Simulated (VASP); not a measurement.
Write the native input for VASP 6.6.1 that does the following.

| Item | Value |
| --- | --- |
| Task | electric field gradients |
| Functional | PBEsol |
| Potentials or basis | VASP PAW PBE potentials, release 64 (Na_pv, H) |
| Cutoff | 520 eV |
| k mesh | 11 × 11 × 11 |
| Occupations | fermi-dirac, width 0.02 eV |
| Spin | no spin polarisation |
| Dipole correction | no |
| Further INCAR settings | ALGO = Normal; EDIFF = 1e-08; NBANDS = 11 |

The structure of NaH lies in POSCAR:

```
NaH
1.0
    0.0000000000      2.4022262428      2.4022262428
    2.4022262428      0.0000000000      2.4022262428
    2.4022262428      2.4022262428      0.0000000000
Na H
1 1
Direct
    0.0000000000      0.0000000000      0.0000000000
    0.5000000000      0.5000000000      0.5000000000
```

This cell differs from its parent crystal: volume scaled by 1.02.

These files were run (other wordings do the same):

INCAR

```
  PREC = Accurate
  ENCUT = 520
  EDIFF = 1E-8
  ISMEAR = -1
  SIGMA = 0.02
  LREAL = False
  LASPH = True
  NELM = 100
  ALGO = Normal
  ISIF = 2
  LWAVE = False
  LCHARG = False
  GGA = PS
  LEFG = True
  NBANDS = 11
```

KPOINTS

```
Automatic mesh
0
Gamma
  11 11 11
```

Potentials or basis: VASP PAW PBE potentials, release 64 (Na_pv, H).

Command:

```sh
$ cat potpaw_PBE.64/Na_pv/POTCAR potpaw_PBE.64/H/POTCAR > POTCAR
$ mpirun -np 1 vasp_std > vasp.out
```

It gave:

```
Pressure               : -0.2 GPa
Band gap on the k mesh : 3.80 eV, indirect (least direct gap 4.60 eV)
```

Caveat: without QUAD_EFG the Cq values of the log hold for a quadrupole moment of 1 mb, not for the nuclei; the PAW data sets were made with another functional, which shifts forces and pressure a little.

It took 16 s on 1 thread of AMD EPYC 7R13 Processor (Zen 3) (shared host), peak memory 0.13 GiB.
